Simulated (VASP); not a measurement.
Here is a VASP 6.6.1 calculation.

INCAR

```
ALGO     = Fast           # electronic algorithm
EDIFF    = 1E-7           # SCF threshold, eV
ENCUT    = 520            # plane-wave cutoff, eV
GGA      = PE             # functional
ISIF     = 2              # what is computed and relaxed
ISMEAR   = 0              # smearing method
LASPH    = T              # aspherical terms in the spheres
LCHARG   = F              # write CHGCAR
LREAL    = F              # projectors in reciprocal space
LWAVE    = F              # write WAVECAR
NBANDS   = 16             # bands
NELM     = 80             # most SCF steps
PREC     = Accurate       # precision mode
SIGMA    = 0.15           # smearing width, eV
```

KPOINTS

```
k-points
0
Gamma
  16 16 12
```

Contents of POSCAR:

```
Ir
1.0
    0.0000000000     -1.9351816027     -1.9351816027
    0.0000000000      1.9351816027     -1.9351816027
    3.8703632054      0.0000000000      0.0000000000
Ir
2
Direct
    0.5266124895      0.4733875105      0.4702870263
   -0.0266124895      0.0266124895      0.0297129737
```

Potentials or basis: VASP PAW PBE potentials, release 64 (Ir).

The run is started by

```bash
$ cat potpaw_PBE.64/Ir/POTCAR > POTCAR
$ mpirun -np 1 vasp_std > vasp.out
```

**Question.** Estimate the largest force.

**Answer.** 4.002 eV/Å.

**Question.** Predict the band gap on the k mesh.

**Answer.** Zero (bands 9 and 10 overlap by 2.27 eV).

**Question.** Predict the pressure.

**Answer.** 14.2 GPa.

Forces in eV/Å, atoms in the order of the input:
```
Ir   3.453  2.023  0.000
Ir  -3.453 -2.023  0.000
```

Caveat: the cell differs from its parent crystal (atoms displaced along several vibrational modes); the stress differs along the axes, from 7 to 19 GPa; spin-orbit coupling is left out, which moves the levels of the heavy elements; forces of over 1 eV/Å act on the atoms, so gaps and moduli don't describe the material at rest.
